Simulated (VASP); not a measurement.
Runs of VASP 6.6.1 on AlB2P3. The structure is that of space group P4/mmm (No. 123), or close to it. The cells are those of the table. 

```tsv
task	cell	k mesh	cutoff (eV)	gap on the mesh (eV)	pressure (GPa)	relaxed volume (Å³/atom)
single point	a = 4.515, b = 4.515, c = 4.997 Å, 6 atoms	4 × 4 × 4	520	none	-5.8	-
relaxation of cell and atoms	relaxed from a = 4.581, b = 4.581, c = 4.503 Å, 6 atoms	8 × 8 × 8	600	none	0.0	(a)
single point	a = 4.607, b = 4.607, c = 4.479 Å, 6 atoms	8 × 8 × 8	520	none	-0.2	-
single point	a = 4.581, b = 4.581, c = 4.503 Å, 6 atoms	4 × 4 × 4	520	none	-0.2	-
relaxation of cell and atoms	relaxed from a = 4.515, b = 4.515, c = 4.997 Å, 6 atoms	4 × 4 × 4	600	none	0.0	15.71
```

Alike in all rows: level PBE; potentials or basis VASP PAW PBE potentials, release 64 (Al, B, P); no spin polarisation; smearing gaussian 0.1 eV.

Question: Fill in the values left out.

Answer: (a) 15.82.

A gap of «none» marks levels without a gap at the run's occupations.
